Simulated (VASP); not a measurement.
# BP (I-4m2) in VASP: a series of runs

BP is run at these levels: PBE; tasks: single point.

All numbers are computed with VASP 6.6.1; they aren't measurements. Logs are shortened: lines on timing, memory, paths and dates and some standing lists are left out, and cuts for length are marked.

### Step 1. The cell of the first run

Symmetry: I-4m2, No. 119, tetragonal system. The conventional cell has a = 3.209 Å, b = 3.209 Å, c = 4.720 Å, α = 90.00°, β = 90.00°, γ = 90.00°. B (site symmetry -4m2) has 4 P at 1.99 Å within 2.6 Å. Within 2.6 Å of P (site symmetry -4m2) lie 4 B at 1.99 Å.

### Step 2. Single point, PBE (strain +0.000 along x and y, +0.040 along z)

File INCAR:

```
PREC     = Accurate       # precision mode
ENCUT    = 520            # plane-wave cutoff, eV
EDIFF    = 1E-6           # SCF threshold, eV
ISMEAR   = 0              # smearing method
SIGMA    = 0.05           # smearing width, eV
LREAL    = False          # projectors in reciprocal space
LASPH    = True           # aspherical terms in the spheres
NELM     = 100            # most SCF steps
ALGO     = Normal         # electronic algorithm
ISIF     = 2              # what is computed and relaxed
LWAVE    = False          # write WAVECAR
LCHARG   = False          # write CHGCAR
GGA      = PE             # functional
NBANDS   = 11             # bands
```

File KPOINTS:

```
regular mesh
0
Gamma
  10 10 10
```

File POSCAR:

```
BP
1.0
    0.0000000000      2.2690000000      2.3597600000
    2.2690000000      0.0000000000      2.3597600000
    2.2690000000      2.2690000000      0.0000000000
B P
1 1
Direct
    0.0000000000      0.0000000000      0.0000000000
    0.7500000000      0.7500000000      0.7500000000
```

Potentials or basis: VASP PAW PBE potentials, release 64 (B, P).

Started as:

```sh
cat potpaw_PBE.64/B/POTCAR potpaw_PBE.64/P/POTCAR > POTCAR
mpirun -np 1 vasp_std > vasp.out
```

OUTCAR:

```text
PREC = Accurate
   ENCUT = 520
   EDIFF = 1E-6
   ISMEAR = 0
   LREAL = False
   LASPH = True
   NELM = 100
   ISIF = 2
   GGA = PE

 ion  position               nearest neighbor table
   1  0.000  0.000  0.000-   2 1.99   2 1.99   2 1.99   2 1.99
   2  0.750  0.750  0.750-   1 1.99   1 1.99   1 1.99   1 1.99

  LATTYP: Found a body centered tetragonal cell.
 ALAT       =     3.2088505730
 C/A-ratio  =     1.4707821049

  Lattice vectors:

 A1 = (  -2.2690000000,   0.0000000000,   2.3597600000)
 A2 = (   2.2690000000,   0.0000000000,   2.3597600000)
 A3 = (   0.0000000000,   2.2690000000,  -2.3597600000)

Analysis of symmetry for initial positions (statically):
=====================================================================
 Subroutine PRICEL returns:
 Original cell was already a primitive cell.

 Routine SETGRP: Setting up the symmetry group for a
 body centered tetragonal supercell.

 Subroutine GETGRP returns: Found  8 space group operations
 (whereof  8 operations were pure point group operations)
 out of a pool of 16 trial point group operations.

The static configuration has the point symmetry D_2d.

Analysis of symmetry for dynamics (positions and initial velocities):
=====================================================================
 Subroutine PRICEL returns:
 Original cell was already a primitive cell.

 Routine SETGRP: Setting up the symmetry group for a
 body centered tetragonal supercell.

 Subroutine GETGRP returns: Found  8 space group operations
 (whereof  8 operations were pure point group operations)
 out of a pool of 16 trial point group operations.

The dynamic configuration has the point symmetry D_2d.

 Subroutine INISYM returns: Found  8 space group operations
 (whereof  8 operations are pure point group operations),
 and found     1 'primitive' translations

----------------------------------------------------------------------------------------

                                     Primitive cell

  volume of cell :      24.2978

  direct lattice vectors                    reciprocal lattice vectors
     0.000000000  2.269000000  2.359760000    -0.220361393  0.220361393  0.211885955
     2.269000000  0.000000000  2.359760000     0.220361393 -0.220361393  0.211885955
     2.269000000  2.269000000  0.000000000     0.220361393  0.220361393 -0.211885955

  length of vectors
     3.273656710  3.273656710  3.208850573     0.376847376  0.376847376  0.376847376

  position of ions in fractional coordinates (direct lattice)
     0.000000000  0.000000000  0.000000000
     0.750000000  0.750000000  0.750000000

  ion indices of the primitive-cell ions
   primitive index   ion index
                 1           1
                 2           2

----------------------------------------------------------------------------------------

 KPOINTS: regular mesh

Automatic generation of k-mesh.
 Grid dimensions read from file:
 generate k-points for:   10   10   10

 Generating k-lattice:

  Cartesian coordinates                     Fractional coordinates (reciprocal lattice)
    -0.022036139  0.022036139  0.021188595     0.100000000  0.000000000  0.000000000
     0.022036139 -0.022036139  0.021188595     0.000000000  0.100000000  0.000000000
     0.022036139  0.022036139 -0.021188595     0.000000000  0.000000000  0.100000000

  Length of vectors
     0.037684738  0.037684738  0.037684738

  Shift w.r.t. Gamma in fractional coordinates (k-lattice)
     0.000000000  0.000000000  0.000000000

 Subroutine IBZKPT returns following result:
 ===========================================

 Found    102 irreducible k-points:

 Following reciprocal coordinates:
            Coordinates               Weight
  0.000000  0.000000  0.000000      1.000000
  0.100000  0.000000  0.000000      8.000000
  0.200000  0.000000  0.000000      8.000000
  0.300000 -0.000000  0.000000      8.000000
  0.400000  0.000000  0.000000      8.000000
  0.500000  0.000000  0.000000      4.000000
[... 16 lines left out ...]
  0.300000  0.300000  0.000000      2.000000
  0.400000  0.300000  0.000000      8.000000
 [... further k-points ...]
   k-points           NKPTS =    102   k-points in BZ     NKDIM =    102   number of bands    NBANDS=     11
   number of dos      NEDOS =    301   number of ions     NIONS =      2
   total plane-waves  NPLWV =  13824
   dimension x,y,z NGX =    24 NGY =   24 NGZ =   24
   dimension x,y,z NGXF=    48 NGYF=   48 NGZF=   48
   ions per type =               1   1
   NGX,Y,Z   is equivalent  to a cutoff of  12.19, 12.19, 12.43 a.u.
   NGXF,Y,Z  is equivalent  to a cutoff of  24.38, 24.38, 24.87 a.u.
 SYSTEM =  unknown system
   PREC   = accura    normal or accurate (medium, high low for compatibility)
   ISTART =      0    job   : 0-new  1-cont  2-samecut
   ICHARG =      2    charge: 1-file 2-atom 10-const
   ISPIN  =      1    spin polarized calculation?
   LNONCOLLINEAR =      F non collinear calculations
   LSORBIT =      F    spin-orbit coupling
   LASPH  =      T    aspherical Exc in radial PAW
   ENCUT  =  520.0 eV  38.22 Ry    6.18 a.u.   6.09  6.09  5.97*2*pi/ulx,y,z
   NELM   =    100;   NELMIN=  2; NELMDL= -5     # of ELM steps
   EDIFF  = 0.1E-05   stopping-criterion for ELM
   LREAL  =      F    real-space projection
   EDIFFG = 0.1E-04   stopping-criterion for IOM
   NSW    =      0    number of steps for IOM
   IBRION =     -1    ionic relax: 0-MD 1-quasi-New 2-CG
   NFREE  =      0    steps in history (QN), initial steepest desc. (CG)
   ISIF   =      2    stress and relaxation
   ISYM   =      2    0-nonsym 1-usesym 2-fastsym
   POTIM  = 0.5000    time-step for ionic-motion
   TEBEG  =    0.0;   TEEND  =   0.0 temperature during run
   PSTRESS=    0.0 pullay stress
   NELECT =       8.0000    total number of electrons
   NUPDOWN=      -1.0000    fix difference up-down
   EMIN   =  10.00;   EMAX   =-10.00  energy-range for DOS
   EFERMI =   0.00;   METHOD = LEGACY
   ISMEAR =     0;   SIGMA  =   0.05  broadening in eV -4-tet -1-fermi 0-gaus
   EFERMI_NEDOS =   21; number of points for ismear=-14 and -15
   IALGO  =     38    algorithm
   IMIX   =      4    mixing-type and parameters
     AMIX     =   0.40;   BMIX     =  1.00
     AMIX_MAG =   1.60;   BMIX_MAG =  1.00
  volume/ion in A,a.u.               =      12.15        81.98
  Fermi-wavevector in a.u.,A,eV,Ry     =   1.130444  2.136230 17.386948  1.277905
  Thomas-Fermi vector in A             =   2.267141
   LORBIT       =      0    0 simple, 1 ext, 2 COOP (PROOUT), +10 PAW based schemes
   GGA     = PE    functional components
   LHFCALC =     F    Hartree Fock is set to
   AEXX    =    0.0000 exact exchange contribution
   IVDW    =     0    specifies the selected vdW correction
   LEPSILON=     F    determine dielectric tensor
   LRPA    =     F    only Hartree local field effects (RPA)
 non-spin polarized calculation
 Gauss-broadening in eV      SIGMA  =   0.05
  energy-cutoff  :      520.00
  volume of cell :       24.30
 maximum number of plane-waves:       666
   NGX = 13   NGY = 13   NGZ = 11

 number of electron       7.9999999 magnetization

 Free energy of the ion-electron system (eV)
  ---------------------------------------------------
  ext. energy  EPLUGINS =         0.00000000
  ---------------------------------------------------
  free energy    TOTEN  =       -12.89719177 eV

  energy without entropy =      -12.89719177  energy(sigma->0) =      -12.89719177

 E-fermi :   7.3346     XC(G=0): -10.7409

 val. band max:        7.1093097662   @ k =   0.0000   0.0000   0.0000
 cond. band min:       8.1106469036   @ k =   0.4000   0.0000   0.4000
 fundamental gap:      1.0013371374
 Fermi energy:         7.3346281837

 k-point     1 :       0.0000    0.0000    0.0000
  band No.  band energies     occupation
      1      -8.1378      2.00000
      2       6.7155      2.00000
      3       7.1093      2.00000
      4       7.1093      2.00000
      5      10.2586      0.00000
      6      10.2586      0.00000
      7      10.4778      0.00000
      8      13.7337      0.00000
      9      18.2249      0.00000
     10      18.4745      0.00000
     11      19.5031      0.00000

 k-point     2 :       0.1000    0.0000    0.0000
  band No.  band energies     occupation
      1      -7.9633      2.00000
      2       5.6807      2.00000
      3       6.5737      2.00000
      4       6.8377      2.00000
      5      10.5862      0.00000
      6      10.6609      0.00000
      7      10.9201      0.00000
      8      14.2965      0.00000
      9      17.8855      0.00000
     10      18.7573      0.00000
     11      18.7898      0.00000

 k-point     3 :       0.2000    0.0000    0.0000
  band No.  band energies     occupation
      1      -7.4470      2.00000
      2       3.4184      2.00000
      3       5.9792      2.00000
      4       6.3276      2.00000
      5      10.7391      0.00000
      6      11.4152      0.00000
      7      11.5255      0.00000
      8      15.5814      0.00000
      9      17.4885      0.00000
     10      18.0048      0.00000
     11      19.6682      0.00000

 k-point     4 :       0.3000   -0.0000    0.0000
  band No.  band energies     occupation
      1      -6.6202      2.00000
      2       1.1290      2.00000
      3       5.4640      2.00000
      4       5.8871      2.00000
      5      10.5856      0.00000
      6      11.7873      0.00000
      7      11.8638      0.00000
      8      16.6621      0.00000
      9      18.2226      0.00000
     10      18.3229      0.00000
     11      19.9242      0.00000
[... 239 lines left out ...]
 k-point    22 :      -0.2000    0.2000    0.0000
  band No.  band energies     occupation
      1      -6.2985      2.00000
      2       1.7157      2.00000
      3       2.7823      2.00000
      4       6.0230      2.00000
      5      11.6394      0.00000
      6      12.1703      0.00000
      7      12.9165      0.00000
      8      14.9298      0.00000
      9      16.6003      0.00000
     10      20.4872      0.00000
     11      22.5028      0.00000

 k-point    23 :       0.3000    0.3000    0.0000
  band No.  band energies     occupation
      1      -6.1941      2.00000
      2       1.8855      2.00000
      3       4.0987      2.00000
      4       4.0987      2.00000
      5       8.8434      0.00000
      6      11.0178      0.00000
      7      15.5659      0.00000
      8      15.5659      0.00000
      9      19.1786      0.00000
     10      21.5455      0.00000
     11      22.7388      0.00000

 k-point    24 :       0.4000    0.3000    0.0000
  band No.  band energies     occupation
      1      -5.4294      2.00000
      2       0.6875      2.00000
      3       3.2002      2.00000
      4       3.8308      2.00000
      5       9.1407      0.00000
      6      10.8578      0.00000
      7      16.1059      0.00000
      8      16.2487      0.00000
      9      20.2148      0.00000
     10      22.1924      0.00000
     11      23.2235      0.00000

 [... further k-points ...]
[... 5 lines left out ...]
  --------------------------------------------------------------------------------------
  -------------------------------------------------------------------------------------
  Total       -0.2388420     -0.2388420     -1.8593361      0.0000000      0.0000000     -0.0000000
  in kB      -15.7490558    -15.7490558   -122.6031616      0.0000000      0.0000000     -0.0000000
  external PRESSURE =     -51.3670910 kB  Pullay stress =       0.0000000 kB

 VOLUME and BASIS-vectors are now :
 -----------------------------------------------------------------------------
  energy-cutoff  :      520.00
  volume of cell :       24.30
      direct lattice vectors                 reciprocal lattice vectors
     0.000000000  2.269000000  2.359760000    -0.220361393  0.220361393  0.211885955
     2.269000000  0.000000000  2.359760000     0.220361393 -0.220361393  0.211885955
     2.269000000  2.269000000  0.000000000     0.220361393  0.220361393 -0.211885955

 POSITION                                       TOTAL-FORCE (eV/Angst)
 -----------------------------------------------------------------------------------
      0.00000      0.00000      0.00000         0.000000      0.000000      0.000000
      3.40350      3.40350      3.53964        -0.000000     -0.000000     -0.000000
 -----------------------------------------------------------------------------------
    total drift:                               -0.000000     -0.000000     -0.000000

  FREE ENERGIE OF THE ION-ELECTRON SYSTEM (eV)
  ---------------------------------------------------
  free  energy   TOTEN  =       -12.8971917657 eV

  energy  without entropy=      -12.8971917657  energy(sigma->0) =      -12.89719177
```

Wall time 30 s (1 thread of AMD EPYC 7R13, shared host); peak memory 0.12 GiB.

What came out:

* Free energy: -12.8972 eV
* Pressure: -5.1 GPa
* Band gap on the k mesh: 1.00 eV, indirect (least direct gap 3.15 eV)

Caveat: the cell differs from its parent crystal (strain +0.000 along x and y, +0.040 along z).

### Step 3. Single point, PBE (strain +0.040 along x and y, +0.080 along z)

File INCAR:

```
SYSTEM = BP
PREC = Accurate ; ENCUT = 520
EDIFF = 1E-6 ; ISMEAR = 0
SIGMA = 0.05 ; LREAL = .False.
LASPH = .True. ; NELM = 60
ALGO = Normal ; ISIF = 2
LWAVE = .False. ; LCHARG = .False.
GGA = PE ; NBANDS = 11
```

File KPOINTS:

```
regular mesh
0
Gamma
  10 10 10
  0 0 0
```

File POSCAR:

```
BP
1.0
    0.0000000000      2.3597600000      2.4505200000
    2.3597600000      0.0000000000      2.4505200000
    2.3597600000      2.3597600000      0.0000000000
B P
1 1
Direct
    0.0000000000      0.0000000000      0.0000000000
    0.7500000000      0.7500000000      0.7500000000
```

Potentials or basis: VASP PAW PBE potentials, release 64 (B, P).

Started as:

```sh
cat potpaw_PBE.64/B/POTCAR potpaw_PBE.64/P/POTCAR > POTCAR
mpirun -np 1 vasp_std > vasp.out
```

Run time: 48 s. Hardware: 1 thread of AMD EPYC 7R13, shared host; peak memory 0.14 GiB.

The run converged. Its results:

* Free energy: -12.6698 eV
* Pressure: -18.2 GPa
* Band gap on the k mesh: 1.17 eV, indirect (least direct gap 3.03 eV)

Stress tensor (GPa, compression positive):
```
-15.12   0.00   0.00
  0.00 -15.12   0.00
  0.00   0.00 -24.23
```

Levels at points of the mesh, in eV from the valence-band top:
| k point | band 1 | band 2 | band 3 | band 4 | band 5 | band 6 | band 7 | band 8 |
| --- | --- | --- | --- | --- | --- | --- | --- | --- |
| (0.00, 0.00, 0.00) | -14.26 | -0.35 | 0.00 | 0.00 | 3.03 | 3.03 | 3.24 | 5.00 |
| (0.50, 0.00, 0.00) | -11.49 | -8.10 | -1.89 | -1.46 | 2.69 | 4.44 | 4.63 | 9.45 |
| (0.50, 0.50, 0.00) | -10.39 | -8.12 | -3.45 | -3.45 | 1.75 | 2.00 | 10.57 | 10.57 |
| (0.50, 0.00, 0.50) | -10.10 | -7.83 | -3.82 | -3.76 | 1.36 | 1.54 | 10.28 | 10.82 |

Caveat: the cell differs from its parent crystal (strain +0.040 along x and y, +0.080 along z). A k mesh can miss the band edges.
